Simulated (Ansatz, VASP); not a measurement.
**One calculation of SnO, two programs**

```xyz
2
Lattice="0.0000 2.7006 2.7006 2.7006 0.0000 2.7006 2.7006 2.7006 0.0000" Properties=species:S:1:pos:R:3 pbc="T T T"
Sn    0.0000    0.0000    0.0000
O     1.3503    1.3503    1.3503
```

Change from the starting cell: volume scaled by 0.96.

Alike in both runs: task single point; functional PBE; k mesh 12 × 12 × 12; occupations fermi-dirac, width 0.08 eV; no spin polarisation.

|  | VASP | Ansatz |
| --- | --- | --- |
| version | VASP 6.6.1 | Ansatz 0.2.0 |
| potentials or method | VASP PAW PBE potentials, release 64 (Sn_d, O), cutoff 520 eV | all-electron LAPW, scalar-relativistic |

|  | VASP | Ansatz | Ansatz less VASP |
| --- | --- | --- | --- |
| pressure (GPa) | 2.7 | 2.7 | -0.07 |

Ansatz ran all-electron here, and VASP with PAW potentials.
